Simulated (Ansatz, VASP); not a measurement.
Two plane-wave programs on TaVN2

INCAR

```
PREC     = Accurate       # precision mode
ENCUT    = 520            # plane-wave cutoff, eV
EDIFF    = 1E-6           # SCF threshold, eV
ISMEAR   = -1             # smearing method
SIGMA    = 0.05           # smearing width, eV
LREAL    = F              # projectors in reciprocal space
LASPH    = T              # aspherical terms in the spheres
NELM     = 150            # most SCF steps
ALGO     = Normal         # electronic algorithm
ISIF     = 2              # what is computed and relaxed
LWAVE    = F              # write WAVECAR
LCHARG   = T              # write CHGCAR
ISPIN    = 2              # spin polarisation
MAGMOM   = 0 3.5 0 0      # initial moments
LORBIT   = 11             # projections on sites
LMAXMIX  = 4              # l up to which the mixer works
GGA      = PS             # functional
LELF     = T              # ELF
LVHAR    = T            
NBANDS   = 29             # bands
```

KPOINTS

```
Automatic mesh
0
Gamma
  9 9 6
```

File POSCAR:

```
TaVN2
1.0
    3.0498670000      0.0000000000      0.0000000000
    0.0000000000      3.0498670000      0.0000000000
    0.0000000000      0.0000000000      4.2960620000
Ta V N
1 1 2
Direct
    0.0000000000      0.0000000000      0.0000000000
    0.5000000000      0.5000000000      0.5000000000
    0.5000000000      0.5000000000      0.0000000000
    0.0000000000      0.0000000000      0.5000000000
```

Contents of input.yaml:

```yaml
crystal:
  lattice:
    - [3.049867, 0.0, 0.0]
    - [0.0, 3.049867, 0.0]
    - [0.0, 0.0, 4.296062]
  atoms:
    - { symbol: Ta, position: [0.0, 0.0, 0.0] }
    - { symbol: V, position: [0.5, 0.5, 0.5], spin: 3.5 }
    - { symbol: "N", position: [0.5, 0.5, 0.0] }
    - { symbol: "N", position: [0.0, 0.0, 0.5] }
hamiltonian:
  xc: pbesol
  pseudopotentials: { kind: paw }
magnetization:
  spin_polarized: true
kpoints:
  mp_grid: { grid: [9, 9, 6] }
scf:
  occupations: { method: fermi_dirac, width: 0.05 }
output:
  forces: true
  stress: true
  eigenvalues: true
```

Alike in both runs: task single point; functional PBEsol; k mesh 9 × 9 × 6; occupations fermi-dirac, width 0.05 eV; collinear spin.

```csv
,VASP,Ansatz
version,VASP 6.6.1,Ansatz 0.2.0
potentials or method,"VASP PAW PBE potentials, release 64 (Ta_pv, V_sv, N)",Ansatz PAW
plane-wave cutoff (eV),520,420
valence electrons in the cell,34,36
```

```csv
,VASP,Ansatz,Ansatz less VASP
gap on the k mesh at the Fermi level (eV),none,none,-
pressure (GPa),-10.4,-11.1,-0.77
"traceless stress, the component that is largest in VASP (GPa)",-0.57,-0.64,-0.074
net moment per atom (μB),0.23,0.23,-0.002
size of the moment on the site where the two differ most (μB),0.87,0.74,-0.128
```

VASP's potentials were made for PBE, not for PBEsol. Site moments also hang on the region over which each program counts them. A gap of «none» marks a metal or a gap that the smearing closes. VASP's potentials hold 34 valence electrons a cell and Ansatz's 36, so a difference there can come from the potentials and not from the codes.

Neither program's run includes spin-orbit coupling.
